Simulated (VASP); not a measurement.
# TaSi (Pm-3m) in VASP: further runs

Runs on TaSi. Level: PBEsol. Tasks: single point, relaxation of cell and atoms.

Everything below comes from runs of VASP 6.6.1. Logs are shortened: lines on timing, memory, paths and dates and some standing lists are left out, and cuts for length are marked.

## (1) The cell of the first run

It takes space group Pm-3m (No. 221, cubic). Conventional cell: a = 2.897 Å, b = 2.897 Å, c = 2.897 Å, α = 90.00°, β = 90.00°, γ = 90.00°. Within 3.3 Å of Ta (site symmetry m-3m) lie 8 Si at 2.51 Å and 6 Ta at 2.90 Å. Si (site symmetry m-3m) has 8 Ta at 2.51 Å and 6 Si at 2.90 Å within 3.3 Å.

## (2) Single point, PBEsol

INCAR

```
PREC     = Accurate       # precision mode
ENCUT    = 520            # plane-wave cutoff, eV
EDIFF    = 1E-6           # SCF threshold, eV
ISMEAR   = 0              # smearing method
SIGMA    = 0.1            # smearing width, eV
LREAL    = False          # projectors in reciprocal space
LASPH    = True           # aspherical terms in the spheres
NELM     = 60             # most SCF steps
ALGO     = Normal         # electronic algorithm
ISIF     = 2              # what is computed and relaxed
LWAVE    = False          # write WAVECAR
LCHARG   = False          # write CHGCAR
GGA      = PS             # functional
NBANDS   = 14             # bands
```

KPOINTS

```
Automatic mesh
0
Gamma
  6 6 6
```

POSCAR

```
TaSi
1.0
    2.8972131777      0.0000000000      0.0000000000
    0.0000000000      2.8972131777      0.0000000000
    0.0000000000      0.0000000000      2.8972131777
Ta Si
1 1
Direct
    0.5000000000      0.5000000000      0.5000000000
    0.0000000000      0.0000000000      0.0000000000
```

Potentials or basis: VASP PAW PBE potentials, release 64 (Ta_pv, Si).

Started as:

```
$ cat potpaw_PBE.64/Ta_pv/POTCAR potpaw_PBE.64/Si/POTCAR > POTCAR
$ mpirun -np 1 vasp_std > vasp.out
```

OUTCAR:

```text
PREC = Accurate
   ENCUT = 520
   EDIFF = 1E-6
   ISMEAR = 0
   LREAL = False
   LASPH = True
   NELM = 60
   ISIF = 2
   GGA = PS

 ion  position               nearest neighbor table
   1  0.500  0.500  0.500-   2 2.51   2 2.51   2 2.51   2 2.51   2 2.51   2 2.51   2 2.51   2 2.51

   2  0.000  0.000  0.000-   1 2.51   1 2.51   1 2.51   1 2.51   1 2.51   1 2.51   1 2.51   1 2.51

  LATTYP: Found a simple cubic cell.
 ALAT       =     2.8972131777

  Lattice vectors:

 A1 = (   2.8972131777,   0.0000000000,   0.0000000000)
 A2 = (   0.0000000000,   2.8972131777,   0.0000000000)
 A3 = (   0.0000000000,   0.0000000000,   2.8972131777)

Analysis of symmetry for initial positions (statically):
=====================================================================
 Subroutine PRICEL returns:
 Original cell was already a primitive cell.

 Routine SETGRP: Setting up the symmetry group for a
 simple cubic supercell.

 Subroutine GETGRP returns: Found 48 space group operations
 (whereof 48 operations were pure point group operations)
 out of a pool of 48 trial point group operations.

The static configuration has the point symmetry O_h .

Analysis of symmetry for dynamics (positions and initial velocities):
=====================================================================
 Subroutine PRICEL returns:
 Original cell was already a primitive cell.

 Routine SETGRP: Setting up the symmetry group for a
 simple cubic supercell.

 Subroutine GETGRP returns: Found 48 space group operations
 (whereof 48 operations were pure point group operations)
 out of a pool of 48 trial point group operations.

The dynamic configuration has the point symmetry O_h .

 Subroutine INISYM returns: Found 48 space group operations
 (whereof 48 operations are pure point group operations),
 and found     1 'primitive' translations

----------------------------------------------------------------------------------------

                                     Primitive cell

  volume of cell :      24.3188

  direct lattice vectors                    reciprocal lattice vectors
     2.897213178  0.000000000  0.000000000     0.345159275  0.000000000  0.000000000
     0.000000000  2.897213178  0.000000000     0.000000000  0.345159275  0.000000000
     0.000000000  0.000000000  2.897213178     0.000000000  0.000000000  0.345159275

  length of vectors
     2.897213178  2.897213178  2.897213178     0.345159275  0.345159275  0.345159275

  position of ions in fractional coordinates (direct lattice)
     0.500000000  0.500000000  0.500000000
[... 84 lines left out ...]
   NELECT =      15.0000    total number of electrons
   NUPDOWN=      -1.0000    fix difference up-down
   EMIN   =  10.00;   EMAX   =-10.00  energy-range for DOS
   EFERMI =   0.00;   METHOD = LEGACY
   ISMEAR =     0;   SIGMA  =   0.10  broadening in eV -4-tet -1-fermi 0-gaus
   EFERMI_NEDOS =   21; number of points for ismear=-14 and -15
   IALGO  =     38    algorithm
   IMIX   =      4    mixing-type and parameters
     AMIX     =   0.40;   BMIX     =  1.00
     AMIX_MAG =   1.60;   BMIX_MAG =  1.00
  volume/ion in A,a.u.               =      12.16        82.06
  Fermi-wavevector in a.u.,A,eV,Ry     =   1.393557  2.633441 26.422537  1.942002
  Thomas-Fermi vector in A             =   2.517192
   LORBIT       =      0    0 simple, 1 ext, 2 COOP (PROOUT), +10 PAW based schemes
   GGA     = PS    functional components
   LHFCALC =     F    Hartree Fock is set to
   AEXX    =    0.0000 exact exchange contribution
   IVDW    =     0    specifies the selected vdW correction
   LEPSILON=     F    determine dielectric tensor
   LRPA    =     F    only Hartree local field effects (RPA)
 non-spin polarized calculation
 Gauss-broadening in eV      SIGMA  =   0.10
  energy-cutoff  :      520.00
  volume of cell :       24.32
 maximum number of plane-waves:       691
 NGX is ok and might be reduce to    24
   NGX = 11   NGY = 11   NGZ = 11

 number of electron      14.9999999 magnetization

 Free energy of the ion-electron system (eV)
  ---------------------------------------------------
  ext. energy  EPLUGINS =         0.00000000
  ---------------------------------------------------
  free energy    TOTEN  =       -17.49716123 eV

  energy without entropy =      -17.48941559  energy(sigma->0) =      -17.49328841

 E-fermi :  10.8045     XC(G=0): -13.4704

 val. band max:       10.7182578121   @ k =   0.3333   0.3333   0.1667
 cond. band min:      10.8579129304   @ k =   0.5000   0.3333   0.3333
 fundamental gap:      0.1396551183
 Fermi energy:        10.8045052889

 k-point     1 :       0.0000    0.0000    0.0000
  band No.  band energies     occupation
      1     -22.5013      2.00000
      2     -22.5013      2.00000
      3     -22.5013      2.00000
      4      -2.8310      2.00000
      5       6.6771      2.00000
      6       6.6771      2.00000
      7      14.0124      0.00000
      8      14.0124      0.00000
      9      14.0124      0.00000
     10      14.3798      0.00000
     11      14.3798      0.00000
     12      14.3798      0.00000
     13      22.7503      0.00000
     14      22.7503      0.00000
[... 309 lines left out ...]
      1     -23.1158      2.00000
      2     -23.1158      2.00000
      3     -23.1158      2.00000
      4       3.8450      2.00000
      5       3.8450      2.00000
      6       3.8450      2.00000
      7       7.5708      2.00000
      8      15.2883      0.00000
      9      15.2883      0.00000
     10      15.2883      0.00000
     11      18.1299      0.00000
     12      18.1299      0.00000
     13      23.4126      0.00000
     14      23.4126      0.00000

------------------------ aborting loop because EDIFF is reached ----------------------------------------

  FORCE on cell =-STRESS in cart. coord.  units (eV):
  Direction    XX          YY          ZZ          XY          YZ          ZX
  --------------------------------------------------------------------------------------
  -------------------------------------------------------------------------------------
  Total       10.6789602     10.6789602     10.6789602      0.0000000      0.0000000      0.0000000
  in kB      703.5552294    703.5552294    703.5552294      0.0000000      0.0000000      0.0000000
  external PRESSURE =     703.5552294 kB  Pullay stress =       0.0000000 kB

 VOLUME and BASIS-vectors are now :
 -----------------------------------------------------------------------------
  energy-cutoff  :      520.00
  volume of cell :       24.32
      direct lattice vectors                 reciprocal lattice vectors
     2.897213178  0.000000000  0.000000000     0.345159275  0.000000000  0.000000000
     0.000000000  2.897213178  0.000000000     0.000000000  0.345159275  0.000000000
     0.000000000  0.000000000  2.897213178     0.000000000  0.000000000  0.345159275

 POSITION                                       TOTAL-FORCE (eV/Angst)
 -----------------------------------------------------------------------------------
      1.44861      1.44861      1.44861         0.000000      0.000000      0.000000
      0.00000      0.00000      0.00000         0.000000      0.000000      0.000000
 -----------------------------------------------------------------------------------
    total drift:                                0.000000     -0.000000     -0.000000

  FREE ENERGIE OF THE ION-ELECTRON SYSTEM (eV)
  ---------------------------------------------------
  free  energy   TOTEN  =       -17.4971612267 eV

  energy  without entropy=      -17.4894155908  energy(sigma->0) =      -17.49328841
```

OSZICAR:

```text
N       E                     dE             d eps       ncg     rms          rms(c)
DAV:   1     0.776171793691E+02    0.77617E+02   -0.80061E+03   576   0.102E+03
DAV:   2    -0.162001424347E+02   -0.93817E+02   -0.89714E+02   662   0.271E+02
DAV:   3    -0.181316165546E+02   -0.19315E+01   -0.19122E+01   686   0.343E+01
DAV:   4    -0.181422152155E+02   -0.10599E-01   -0.10591E-01   662   0.277E+00
DAV:   5    -0.181423083196E+02   -0.93104E-04   -0.93103E-04   680   0.254E-01    0.250E+01
DAV:   6    -0.175863963014E+02    0.55591E+00   -0.62821E-01   614   0.825E+00    0.123E+01
DAV:   7    -0.175087465529E+02    0.77650E-01   -0.11334E-01   668   0.331E+00    0.291E+00
DAV:   8    -0.174979135965E+02    0.10833E-01   -0.18960E-02   614   0.109E+00    0.250E-01
DAV:   9    -0.174974557125E+02    0.45788E-03   -0.32238E-03   614   0.537E-01    0.125E-01
DAV:  10    -0.174971702977E+02    0.28541E-03   -0.33989E-04   710   0.197E-01    0.378E-02
DAV:  11    -0.174971614176E+02    0.88801E-05   -0.36634E-05   674   0.524E-02    0.110E-02
DAV:  12    -0.174971612267E+02    0.19096E-06   -0.12862E-06   448   0.127E-02
   1 F= -.17497161E+02 E0= -.17493288E+02  d E =-.774564E-02
```

stdout:

```text
POSCAR found type information on POSCAR TaSi
 POSCAR found :  2 types and       2 ions
 scaLAPACK will be used
 -----------------------------------------------------------------------------
|                                                                             |
|                                                                             |
|     You enforced a specific xc type in the INCAR file but a different       |
|     I HOPE YOU KNOW WHAT YOU ARE DOING!                                     |
|                                                                             |
 -----------------------------------------------------------------------------

 LDA part: xc-table for (Slater+PW92), standard interpolation
 POSCAR, INCAR and KPOINTS ok, starting setup
 FFT: planning ... GRIDC
 FFT: planning ... GRID_SOFT
 FFT: planning ... GRID
 WAVECAR not read
 entering main loop
```

Run time: 4.7 s. Hardware: 1 thread of Intel Xeon Platinum 8488C (Sapphire Rapids), shared host; peak memory 0.13 GiB.

What came out:

```yaml
Free_energy: -17.4972 eV
Pressure: 70.4 GPa
```

Caveat: the k points lie up to 0.36 Å⁻¹ apart; the PAW data sets were made with another functional, which shifts forces and pressure a little; spin-orbit coupling is left out, which moves the levels of the heavy elements.

## (3) Single point, PBEsol

This run uses another cell than the first one, of 15.25 Å³/atom, 1.254 times its volume.

INCAR

```
  ALGO = Normal
  EDIFF = 1E-7
  ENCUT = 520
  GGA = PS
  ISIF = 2
  ISMEAR = 0
  LASPH = T
  LCHARG = F
  LREAL = F
  LWAVE = F
  NBANDS = 14
  NELM = 100
  PREC = Accurate
  SIGMA = 0.1
```

KPOINTS

```
k-points
0
Gamma
  14 14 14
```

POSCAR

```
TaSi
1.0
    3.1244298048      0.0000000000      0.0000000000
    0.0000000000      3.1244298048      0.0000000000
    0.0000000000      0.0000000000      3.1244298048
Ta Si
1 1
Direct
    0.5000000000      0.5000000000      0.5000000000
    0.0000000000      0.0000000000      0.0000000000
```

Potentials or basis: VASP PAW PBE potentials, release 64 (Ta_pv, Si).

Started as:

```
$ cat potpaw_PBE.64/Ta_pv/POTCAR potpaw_PBE.64/Si/POTCAR > POTCAR
$ mpirun -np 1 vasp_std > vasp.out
```

OUTCAR:

```text
EDIFF = 1E-7
   ENCUT = 520
   GGA = PS
   ISIF = 2
   ISMEAR = 0
   LASPH = T
   LREAL = F
   NELM = 100
   PREC = Accurate

 ion  position               nearest neighbor table
   1  0.500  0.500  0.500-   2 2.71   2 2.71   2 2.71   2 2.71   2 2.71   2 2.71   2 2.71   2 2.71

   2  0.000  0.000  0.000-   1 2.71   1 2.71   1 2.71   1 2.71   1 2.71   1 2.71   1 2.71   1 2.71

  LATTYP: Found a simple cubic cell.
 ALAT       =     3.1244298048

  Lattice vectors:

[... 593 lines left out ...]

 [... further k-points ...]

------------------------ aborting loop because EDIFF is reached ----------------------------------------

  FORCE on cell =-STRESS in cart. coord.  units (eV):
  Direction    XX          YY          ZZ          XY          YZ          ZX
  --------------------------------------------------------------------------------------
  -------------------------------------------------------------------------------------
  Total        0.0597984      0.0597984      0.0597984     -0.0000000     -0.0000000      0.0000000
  in kB        3.1411421      3.1411421      3.1411421     -0.0000000     -0.0000000      0.0000000
  external PRESSURE =       3.1411421 kB  Pullay stress =       0.0000000 kB

 VOLUME and BASIS-vectors are now :
 -----------------------------------------------------------------------------
  energy-cutoff  :      520.00
  volume of cell :       30.50
      direct lattice vectors                 reciprocal lattice vectors
     3.124429805  0.000000000  0.000000000     0.320058399  0.000000000  0.000000000
     0.000000000  3.124429805  0.000000000     0.000000000  0.320058399  0.000000000
     0.000000000  0.000000000  3.124429805     0.000000000  0.000000000  0.320058399

 POSITION                                       TOTAL-FORCE (eV/Angst)
 -----------------------------------------------------------------------------------
      1.56221      1.56221      1.56221         0.000000      0.000000      0.000000
      0.00000      0.00000      0.00000         0.000000      0.000000      0.000000
 -----------------------------------------------------------------------------------
    total drift:                                0.000000     -0.000000     -0.000000

  FREE ENERGIE OF THE ION-ELECTRON SYSTEM (eV)
  ---------------------------------------------------
  free  energy   TOTEN  =       -18.6069440149 eV

  energy  without entropy=      -18.5992285653  energy(sigma->0) =      -18.60308629
```

Run time: 23 s. Hardware: 1 thread of Intel Xeon Platinum 8488C (Sapphire Rapids), shared host; peak memory 0.17 GiB.

What came out:

```
Free energy : -18.6069 eV
Pressure    : 0.3 GPa
```

Caveat: the PAW data sets were made with another functional, which shifts forces and pressure a little; spin-orbit coupling is left out, which moves the levels of the heavy elements.

## (4) Relaxation of cell and atoms, PBEsol

This run uses another cell than the first one, of 15.21 Å³/atom, 1.251 times its volume.

INCAR

```
PREC = Accurate
ENCUT = 600
EDIFF = 1E-6
ISMEAR = 0
SIGMA = 0.1
LREAL = F
LASPH = T
NELM = 80
ALGO = Normal
ISIF = 3
LWAVE = F
LCHARG = F
GGA = PS
IBRION = 2
NSW = 80
EDIFFG = -0.01
```

KPOINTS

```
Automatic mesh
0
Gamma
  14 14 14
```

POSCAR

```
TaSi
1.0
    3.1217540599      0.0000000000      0.0000000000
    0.0000000000      3.1217540599      0.0000000000
    0.0000000000      0.0000000000      3.1217540599
Ta Si
1 1
Direct
    0.5000000000      0.5000000000      0.5000000000
    0.0000000000      0.0000000000      0.0000000000
```

Started as:

```
$ cat potpaw_PBE.64/Ta_pv/POTCAR potpaw_PBE.64/Si/POTCAR > POTCAR
$ mpirun -np 1 vasp_std > vasp.out
```

Wall time 85 s (1 thread of Intel Xeon Platinum 8488C (Sapphire Rapids), shared host); peak memory 0.2 GiB.

Results (log left out):

| Quantity | Value |
| --- | --- |
| Free energy | -18.6073 eV |
| Relaxed volume | 15.28 Å³/atom |
| Relaxed cell | a = 3.126 Å, b = 3.126 Å, c = 3.126 Å, α = 90.00°, β = 90.00°, γ = 90.00° |
| Space group after relaxing (to 0.05 Å) | Pm-3m (No. 221) |
| Energy gained by relaxing | 0.2 meV/atom |
| Ionic steps | 3 |
| Pressure after relaxing | 0.0 GPa |

The path:
| step | energy change (eV) | largest force (eV/Å) | pressure (GPa) | volume (Å³) |
| --- | --- | --- | --- | --- |
| 1 | 0.0000 | 0.0000 | 0.85 | 30.42 |
| 2 | 0.0007 | 0.0000 | -1.42 | 30.78 |
| 3 | -0.0003 | 0.0000 | 0.00 | 30.55 |

Final structure:
```yaml
crystal:
  lattice:
    - [3.12616, 0.00000, 0.00000]
    - [0.00000, 3.12616, 0.00000]
    - [0.00000, 0.00000, 3.12616]
  atoms:
    - { symbol: Ta, position: [0.50000, 0.50000, 0.50000] }
    - { symbol: Si, position: [0.00000, 0.00000, 0.00000] }
```

Levels at points of the mesh, in eV from the Fermi level:
```tsv
k point	band 3	band 4	band 5	band 6	band 7	band 8	band 9	band 10	band 11
(0.00, 0.00, 0.00)	-33.92	-12.02	-2.86	-2.86	2.40	2.40	2.40	2.87	2.87
(0.50, 0.00, 0.00)	-33.88	-8.30	-7.37	-1.56	-1.07	-1.07	3.48	5.03	5.38
(0.50, 0.50, 0.00)	-33.85	-8.29	-3.25	-3.25	-2.98	0.51	0.51	4.86	5.29
(0.50, 0.50, 0.50)	-34.21	-5.41	-5.41	-5.41	-3.83	3.42	3.42	3.42	5.48
```

Caveat: the PAW data sets were made with another functional, which shifts forces and pressure a little; spin-orbit coupling is left out, which moves the levels of the heavy elements. Zero-point motion and thermal expansion aren't in these numbers.

## (5) Overview

| task | cell | k mesh | cutoff (eV) | gap on the mesh (eV) | pressure (GPa) |
| --- | --- | --- | --- | --- | --- |
| single point | a = 2.897 Å, 2 atoms | 6 × 6 × 6 | 520 | none | 70.4 |
| single point | a = 3.124 Å, 2 atoms | 14 × 14 × 14 | 520 | none | 0.3 |
| relaxation of cell and atoms | relaxed from a = 3.122 Å, 2 atoms | 14 × 14 × 14 | 600 | none | 0.0 |

Alike in all rows: level PBEsol; potentials or basis VASP PAW PBE potentials, release 64 (Ta_pv, Si); no spin polarisation; smearing gaussian 0.1 eV.

Caveats: some runs use coarse meshes; the PAW data sets were made with another functional, which shifts forces and pressure a little; spin-orbit coupling is left out, which moves the levels of the heavy elements.

Total energies depend on the potentials used, so only differences within one code and one set of settings carry meaning.
